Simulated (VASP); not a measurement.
FeO: single point with PBE

FeO:

```
Fe O
1.0
    -1.60210    1.60210    2.08339
     1.60210   -1.60210    2.08339
     1.60210    1.60210   -2.08339
Fe O
1 1
Direct
  0.00000 0.00000 0.00000
  0.50000 0.50000 0.00000
```

```json
{"Program": "VASP 6.6.1", "Task": "single point", "Functional": "PBE", "Potentials or basis": "VASP PAW PBE potentials, release 64 (Fe_sv, O)", "Cutoff": "700 eV", "k mesh": "10 × 10 × 10", "Occupations": "fermi-dirac, width 0.05 eV", "Spin": "collinear spin, ferromagnetic start", "Starting moments": "[3.0, 0.0] μB", "Fixed moment": "3 μB"}
```

* Pressure: -18.6 GPa
* Net moment: 3.00 μB per cell
* Site moments: Fe +2.75; O +0.07 μB
* Valence electrons inside the program's atomic spheres: Fe 13.64; O 4.93

Stress tensor (GPa, compression positive):
```
-18.16   0.00   0.00
  0.00 -18.16   0.00
  0.00   0.00 -19.53
```

Run time: 83 s on 1 thread of Intel(R) Xeon(R) 6975P-C (Granite Rapids), with other jobs on the host, peak memory 0.25 GiB.

Caveat: the cell stands under tension; the total moment is fixed, so each spin has its own Fermi level and the state may be an excited one; a cell with one magnetic atom can't hold antiferromagnetic order, which such compounds often take.
